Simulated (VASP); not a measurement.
# Cu12H in VASP: single point with PBE+D3(BJ)

Aim: the single point of Cu12H with PBE+D3(BJ).

Everything below comes from runs of VASP 6.6.1. Logs are shortened: lines on timing, memory, paths and dates and some standing lists are left out, and cuts for length are marked.

### Step 1. The cell of the first run

The cell holds a slab with vacuum, 13 atoms: a = 5.038 Å, b = 5.038 Å, c = 20.662 Å, α = 90.00°, β = 90.00°, γ = 90.00°.

### Step 2. Single point, PBE+D3(BJ)

File INCAR:

```
SYSTEM = Cu12H
PREC = Accurate
ENCUT = 520
EDIFF = 1E-6
ISMEAR = 0
SIGMA = 0.1
LREAL = .False.
LASPH = .True.
NELM = 60
ALGO = Normal
ISIF = 2
LWAVE = .False.
LCHARG = .False.
LDIPOL = .True.
IDIPOL = 3
DIPOL = 0.5 0.5 0.296
GGA = PE
IVDW = 12
NBANDS = 78
```

File KPOINTS:

```
regular mesh
0
Gamma
  5 5 1
  0 0 0
```

File POSCAR:

```
Cu12H
1.0
    5.0378287988      0.0000000000      0.0000000000
    0.0000000000      5.0378287988      0.0000000000
    0.0000000000      0.0000000000     20.6622829064
Cu H
12 1
Direct
    0.2500000000      0.2500000000      0.1935894508
    0.2500000000      0.7500000000      0.1935894508
    0.7500000000      0.2500000000      0.1935894508
    0.7500000000      0.7500000000      0.1935894508
    0.0000000000      0.0000000000      0.2797919997
    0.0000000000      0.5000000000      0.2797919997
    0.5000000000      0.0000000000      0.2797919997
    0.5000000000      0.5000000000      0.2797919997
    0.2500000000      0.2500000000      0.3659945486
    0.2500000000      0.7500000000      0.3659945486
    0.7500000000      0.2500000000      0.3659945486
    0.7500000000      0.7500000000      0.3659945486
    0.2500000000      0.4166666667      0.4869879554
```

Potentials or basis: VASP PAW PBE potentials, release 64 (Cu, H).

The run is started by

```bash
> cat potpaw_PBE.64/Cu/POTCAR potpaw_PBE.64/H/POTCAR > POTCAR
> mpirun -np 1 vasp_std > vasp.out
```

OUTCAR:

```text
SYSTEM = Cu12H
   PREC = Accurate
   ENCUT = 520
   EDIFF = 1E-6
   ISMEAR = 0
   LREAL = .False.
   LASPH = .True.
   NELM = 60
   ISIF = 2
   GGA = PE
   IVDW = 12
 IVDW          = 12

 ion  position               nearest neighbor table
   1  0.250  0.250  0.194-   5 2.52   6 2.52   7 2.52   8 2.52   2 2.52   3 2.52   2 2.52   3 2.52

   2  0.250  0.750  0.194-   5 2.52   6 2.52   7 2.52   8 2.52   1 2.52   4 2.52   1 2.52   4 2.52

   3  0.750  0.250  0.194-   5 2.52   6 2.52   7 2.52   8 2.52   1 2.52   4 2.52   4 2.52   1 2.52

   4  0.750  0.750  0.194-   5 2.52   6 2.52   7 2.52   8 2.52   2 2.52   3 2.52   3 2.52   2 2.52

   5  0.000  0.000  0.280-   9 2.52  10 2.52  11 2.52  12 2.52   1 2.52   2 2.52   3 2.52   4 2.52
                             6 2.52   7 2.52   6 2.52   7 2.52
   6  0.000  0.500  0.280-   9 2.52  10 2.52  11 2.52  12 2.52   1 2.52   2 2.52   3 2.52   4 2.52
                             5 2.52   8 2.52   5 2.52   8 2.52
   7  0.500  0.000  0.280-   9 2.52  10 2.52  11 2.52  12 2.52   1 2.52   2 2.52   3 2.52   4 2.52
                             5 2.52   8 2.52   8 2.52   5 2.52
   8  0.500  0.500  0.280-   9 2.52  10 2.52  11 2.52  12 2.52   1 2.52   2 2.52   3 2.52   4 2.52
                             6 2.52   7 2.52   7 2.52   6 2.52
   9  0.250  0.250  0.366-   5 2.52   6 2.52   7 2.52   8 2.52  10 2.52  11 2.52  10 2.52  11 2.52

  10  0.250  0.750  0.366-   5 2.52   6 2.52   7 2.52   8 2.52   9 2.52  12 2.52   9 2.52  12 2.52

  11  0.750  0.250  0.366-   5 2.52   6 2.52   7 2.52   8 2.52   9 2.52  12 2.52  12 2.52   9 2.52

  12  0.750  0.750  0.366-   5 2.52   6 2.52   7 2.52   8 2.52  10 2.52  11 2.52  11 2.52  10 2.52

  13  0.250  0.417  0.487-

  LATTYP: Found a simple tetragonal cell.
 ALAT       =     5.0378287988
 C/A-ratio  =     4.1014261762

  Lattice vectors:

 A1 = (   5.0378287988,   0.0000000000,   0.0000000000)
 A2 = (   0.0000000000,   5.0378287988,   0.0000000000)
 A3 = (   0.0000000000,   0.0000000000,  20.6622829064)

Analysis of symmetry for initial positions (statically):
=====================================================================
 Subroutine PRICEL returns:
 Original cell was already a primitive cell.

 Routine SETGRP: Setting up the symmetry group for a
 simple tetragonal supercell.

 Subroutine GETGRP returns: Found  2 space group operations
 (whereof  1 operations were pure point group operations)
 out of a pool of 16 trial point group operations.

The static configuration has the point symmetry C_1 .
 The point group associated with its full space group is C_1h.

Analysis of symmetry for dynamics (positions and initial velocities):
=====================================================================
 Subroutine PRICEL returns:
 Original cell was already a primitive cell.

 Routine SETGRP: Setting up the symmetry group for a
 simple tetragonal supercell.

 Subroutine GETGRP returns: Found  2 space group operations
 (whereof  1 operations were pure point group operations)
 out of a pool of 16 trial point group operations.

The dynamic configuration has the point symmetry C_1 .
 The point group associated with its full space group is C_1h.

 Subroutine INISYM returns: Found  2 space group operations
 (whereof  1 operations are pure point group operations),
 and found     1 'primitive' translations

----------------------------------------------------------------------------------------

                                     Primitive cell

  volume of cell :     524.4029

  direct lattice vectors                    reciprocal lattice vectors
     5.037828799  0.000000000  0.000000000     0.198498210  0.000000000  0.000000000
     0.000000000  5.037828799  0.000000000     0.000000000  0.198498210  0.000000000
     0.000000000  0.000000000 20.662282906     0.000000000  0.000000000  0.048397363

  length of vectors
     5.037828799  5.037828799 20.662282906     0.198498210  0.198498210  0.048397363

  position of ions in fractional coordinates (direct lattice)
     0.250000000  0.250000000  0.193589451
     0.250000000  0.750000000  0.193589451
     0.750000000  0.250000000  0.193589451
     0.750000000  0.750000000  0.193589451
     0.000000000  0.000000000  0.279792000
     0.000000000  0.500000000  0.279792000
     0.500000000  0.000000000  0.279792000
     0.500000000  0.500000000  0.279792000
     0.250000000  0.250000000  0.365994549
     0.250000000  0.750000000  0.365994549
     0.750000000  0.250000000  0.365994549
     0.750000000  0.750000000  0.365994549
     0.250000000  0.416666667  0.486987955

  ion indices of the primitive-cell ions
   primitive index   ion index
                 1           1
                 2           2
                 3           3
                 4           4
                 5           5
                 6           6
                 7           7
                 8           8
                 9           9
                10          10
                11          11
                12          12
                13          13

----------------------------------------------------------------------------------------

 KPOINTS: regular mesh

Automatic generation of k-mesh.
 Grid dimensions read from file:
 generate k-points for:    5    5    1

 Generating k-lattice:

  Cartesian coordinates                     Fractional coordinates (reciprocal lattice)
     0.039699642  0.000000000  0.000000000     0.200000000  0.000000000  0.000000000
     0.000000000  0.039699642  0.000000000     0.000000000  0.200000000  0.000000000
     0.000000000  0.000000000  0.048397363     0.000000000  0.000000000  1.000000000

  Length of vectors
     0.039699642  0.039699642  0.048397363

  Shift w.r.t. Gamma in fractional coordinates (k-lattice)
     0.000000000  0.000000000  0.000000000

 Subroutine IBZKPT returns following result:
 ===========================================

 Found      9 irreducible k-points:

 Following reciprocal coordinates:
            Coordinates               Weight
  0.000000  0.000000  0.000000      1.000000
  0.200000  0.000000  0.000000      2.000000
  0.000000  0.200000  0.000000      2.000000
  0.400000  0.000000  0.000000      2.000000
  0.000000  0.400000  0.000000      2.000000
  0.200000  0.200000  0.000000      4.000000
  0.400000  0.200000  0.000000      4.000000
 -0.200000  0.400000  0.000000      4.000000
  0.400000  0.400000  0.000000      4.000000
   k-points           NKPTS =      9   k-points in BZ     NKDIM =      9   number of bands    NBANDS=     78
   number of dos      NEDOS =    301   number of ions     NIONS =     13
   total plane-waves  NPLWV = 256000
   dimension x,y,z NGX =    40 NGY =   40 NGZ =  160
   dimension x,y,z NGXF=    80 NGYF=   80 NGZF=  320
   ions per type =              12   1
   NGX,Y,Z   is equivalent  to a cutoff of  13.20, 13.20, 12.87 a.u.
   NGXF,Y,Z  is equivalent  to a cutoff of  26.40, 26.40, 25.75 a.u.
 SYSTEM =  Cu12H
   PREC   = accura    normal or accurate (medium, high low for compatibility)
   ISTART =      0    job   : 0-new  1-cont  2-samecut
   ICHARG =      2    charge: 1-file 2-atom 10-const
   ISPIN  =      1    spin polarized calculation?
   LNONCOLLINEAR =      F non collinear calculations
   LSORBIT =      F    spin-orbit coupling
   LASPH  =      T    aspherical Exc in radial PAW
   ENCUT  =  520.0 eV  38.22 Ry    6.18 a.u.   9.37  9.37 38.42*2*pi/ulx,y,z
   NELM   =     60;   NELMIN=  2; NELMDL= -5     # of ELM steps
   EDIFF  = 0.1E-05   stopping-criterion for ELM
   LREAL  =      F    real-space projection
   EDIFFG = 0.1E-04   stopping-criterion for IOM
   NSW    =      0    number of steps for IOM
   IBRION =     -1    ionic relax: 0-MD 1-quasi-New 2-CG
   NFREE  =      0    steps in history (QN), initial steepest desc. (CG)
   ISIF   =      2    stress and relaxation
   ISYM   =      2    0-nonsym 1-usesym 2-fastsym
   POTIM  = 0.5000    time-step for ionic-motion
   TEBEG  =    0.0;   TEEND  =   0.0 temperature during run
   PSTRESS=    0.0 pullay stress
   NELECT =     133.0000    total number of electrons
   NUPDOWN=      -1.0000    fix difference up-down
   EMIN   =  10.00;   EMAX   =-10.00  energy-range for DOS
   EFERMI =   0.00;   METHOD = LEGACY
   ISMEAR =     0;   SIGMA  =   0.10  broadening in eV -4-tet -1-fermi 0-gaus
   EFERMI_NEDOS =   21; number of points for ismear=-14 and -15
   IALGO  =     38    algorithm
   IMIX   =      4    mixing-type and parameters
     AMIX     =   0.40;   BMIX     =  1.00
     AMIX_MAG =   1.60;   BMIX_MAG =  1.00
  volume/ion in A,a.u.               =      40.34       272.22
  Fermi-wavevector in a.u.,A,eV,Ry     =   1.036264  1.958255 14.610517  1.073843
  Thomas-Fermi vector in A             =   2.170646
   LORBIT       =      0    0 simple, 1 ext, 2 COOP (PROOUT), +10 PAW based schemes
   GGA     = PE    functional components
   LHFCALC =     F    Hartree Fock is set to
   AEXX    =    0.0000 exact exchange contribution
   IVDW    =    12    specifies the selected vdW correction
   LEPSILON=     F    determine dielectric tensor
   LRPA    =     F    only Hartree local field effects (RPA)
 non-spin polarized calculation
 Gauss-broadening in eV      SIGMA  =   0.10
  energy-cutoff  :      520.00
  volume of cell :      524.40
 maximum number of plane-waves:     14177
 NGX is ok and might be reduce to    40
   NGX = 19   NGY = 19   NGZ = 77

 dipolmoment           0.000000      0.000000     -0.154034 electrons x Angstroem

 number of electron     132.9999976 magnetization

 dipolmoment           0.000000      0.000000      0.209148 electrons x Angstroem

 Free energy of the ion-electron system (eV)
  ---------------------------------------------------
  ext. energy  EPLUGINS =         0.00000000
  ---------------------------------------------------
  free energy    TOTEN  =       -41.47004439 eV

  energy without entropy =      -41.45205428  energy(sigma->0) =      -41.46104934

 E-fermi :  -1.6819     XC(G=0):  -4.5172

 val. band max:       -1.7066634210   @ k =   0.0000   0.0000   0.0000
 cond. band min:      -1.6374570336   @ k =   0.0000   0.0000   0.0000
 fundamental gap:      0.0692063875
 Fermi energy:        -1.6818727020

 k-point     1 :       0.0000    0.0000    0.0000
  band No.  band energies     occupation
      1     -10.2700      2.00000
      2      -7.7019      2.00000
      3      -6.6646      2.00000
      4      -6.6645      2.00000
      5      -6.5026      2.00000
      6      -6.4206      2.00000
[... 70 lines left out ...]
     77       2.6460      0.00000
     78       2.8018      0.00000

 k-point     2 :       0.2000    0.0000    0.0000
  band No.  band energies     occupation
      1     -10.0276      2.00000
      2      -7.4921      2.00000
      3      -7.1743      2.00000
      4      -6.5034      2.00000
      5      -6.3619      2.00000
      6      -6.3419      2.00000
[... 70 lines left out ...]
     77       2.8902      0.00000
     78       3.0458      0.00000
[... 484 lines left out ...]
     77       3.4138      0.00000
     78       3.7886      0.00000

 k-point     9 :       0.4000    0.4000    0.0000
  band No.  band energies     occupation
      1      -8.4395      2.00000
      2      -7.5018      2.00000
      3      -7.4976      2.00000
      4      -6.8036      2.00000
      5      -6.2928      2.00000
      6      -5.9809      2.00000
[... 70 lines left out ...]
     77       4.4943      0.00000
     78       4.5353      0.00000

------------------------ aborting loop because EDIFF is reached ----------------------------------------

 vacuum level on the upper side and lower side of the slab       (xc-potential included)         0.574        -0.871

 Edisp (eV)   -4.46100

 E8    (eV) :    -2.0045

  FORCE on cell =-STRESS in cart. coord.  units (eV):
  Direction    XX          YY          ZZ          XY          YZ          ZX
  --------------------------------------------------------------------------------------
  -------------------------------------------------------------------------------------
  Total      -5.01890    -5.20812    -3.18026     0.00000    -0.19805     0.00000
  in kB     -15.33395   -15.91205    -9.71646     0.00000    -0.60509     0.00000
  external pressure =      -13.65 kB  Pullay stress =        0.00 kB

 VOLUME and BASIS-vectors are now :
 -----------------------------------------------------------------------------
  energy-cutoff  :      520.00
  volume of cell :      524.40
      direct lattice vectors                 reciprocal lattice vectors
     5.037828799  0.000000000  0.000000000     0.198498210  0.000000000  0.000000000
     0.000000000  5.037828799  0.000000000     0.000000000  0.198498210  0.000000000
     0.000000000  0.000000000 20.662282906     0.000000000  0.000000000  0.048397363

 POSITION                                       TOTAL-FORCE (eV/Angst)
 -----------------------------------------------------------------------------------
      1.25946      1.25946      4.00000         0.000000      0.029995     -0.024130
      1.25946      3.77837      4.00000         0.000000     -0.029172     -0.034582
      3.77837      1.25946      4.00000         0.000000      0.029490     -0.042314
      3.77837      3.77837      4.00000         0.000000     -0.028612     -0.051662
      0.00000      0.00000      5.78114         0.066711      0.013770      0.034627
      0.00000      2.51891      5.78114        -0.014580     -0.012634     -0.062482
      2.51891      0.00000      5.78114        -0.066711      0.013770      0.034627
      2.51891      2.51891      5.78114         0.014580     -0.012634     -0.062482
      1.25946      1.25946      7.56228         0.000000      0.256250      0.992444
      1.25946      3.77837      7.56228         0.000000     -0.192120      0.455263
      3.77837      1.25946      7.56228         0.000000     -0.000651      0.180061
      3.77837      3.77837      7.56228         0.000000      0.007706      0.059855
      1.25946      2.09910     10.06228         0.000000     -0.075158     -1.479225
 -----------------------------------------------------------------------------------
    total drift:                               -0.000000     -0.000047     -0.000436

  FREE ENERGIE OF THE ION-ELECTRON SYSTEM (eV)
  ---------------------------------------------------
  free  energy   TOTEN  =       -45.9310445634 eV

  energy  without entropy=      -45.9130544534  energy(sigma->0) =      -45.92204951

 vacuum level on the upper side and lower side of the slab         4.192         2.712
```

Run time: 8.9 min. Hardware: 1 thread of Intel Xeon 6975P-C (Granite Rapids), shared host; peak memory 0.68 GiB.

What came out:

* Free energy: -45.9310 eV
* Largest force: 1.481 eV/Å
* Dispersion energy per atom: -0.343 eV

Forces on the atoms (eV/Å):
```
Cu   0.000  0.030 -0.024
Cu   0.000 -0.029 -0.035
Cu   0.000  0.029 -0.042
Cu   0.000 -0.029 -0.052
Cu   0.067  0.014  0.035
Cu  -0.015 -0.013 -0.062
Cu  -0.067  0.014  0.035
Cu   0.015 -0.013 -0.062
Cu   0.000  0.256  0.992
Cu   0.000 -0.192  0.455
Cu   0.000 -0.001  0.180
Cu   0.000  0.008  0.060
H    0.000 -0.075 -1.479
```
